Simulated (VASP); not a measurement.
A run of VASP 6.6.1:

INCAR

```
SYSTEM = Si
PREC = Accurate
ENCUT = 520
EDIFF = 1E-6
ISMEAR = -1
SIGMA = 0.05
LREAL = .FALSE.
LASPH = .TRUE.
NELM = 60
ALGO = Normal
ISIF = 2
LWAVE = .FALSE.
LCHARG = .TRUE.
GGA = PE
LELF = .TRUE.
LVHAR = .TRUE.
NBANDS = 8
```

File KPOINTS:

```
Automatic mesh
0
G
  13 13 13
  0 0 0
```

Contents of POSCAR:

```
Si
1.0
   -1.6269149300      1.6269149300      1.3203298500
    1.6269149300     -1.6269149300      1.3203298500
    1.6269149300      1.6269149300     -1.3203298500
Si
1
Direct
    0.0000000000      0.0000000000      0.0000000000
```

Potentials or basis: VASP PAW PBE potentials, release 64 (Si).

The run is started by

```console
$ cat potpaw_PBE.64/Si/POTCAR > POTCAR
$ mpirun -np 1 vasp_std > vasp.out
```

Hardware: 1 thread of Intel(R) Xeon(R) 6975P-C (Granite Rapids), on a shared host.

Task: Estimate the wall time of this run.

Result: Run time: 9.5 s on 1 thread of Intel(R) Xeon(R) 6975P-C (Granite Rapids), on a shared host, peak memory 0.13 GiB. Counts: scf iterations 9, k points 196.
